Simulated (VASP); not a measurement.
Runs of VASP 6.6.1 on KCl. The structure is that of space group Fm-3m (No. 225), or close to it. The cells are those of the table. 

| cell | gap on the mesh (eV) | pressure (GPa) |
| --- | --- | --- |
| a = 4.565 Å, angles 60.0°, 2 atoms | (c) | -0.5 |
| a = 4.513 Å, angles 60.0°, 2 atoms | 5.04 | (b) |
| a = 4.511, b = 4.478, c = 4.472 Å, angles 59.9, 60.5, 60.2°, 2 atoms | 5.08 | 0.3 |
| a = 4.463 Å, angles 60.0°, 2 atoms | 5.16 | (a) |

Alike in all rows: task single point; level PBE; potentials or basis VASP PAW PBE potentials, release 64 (K_sv, Cl); no spin polarisation; k mesh 6 × 6 × 6; cutoff (eV) 520; smearing gaussian 0.02 eV.

Problem. Fill in the values left out.

Solution. (a) 0.6; (b) 0.0; (c) 4.93.

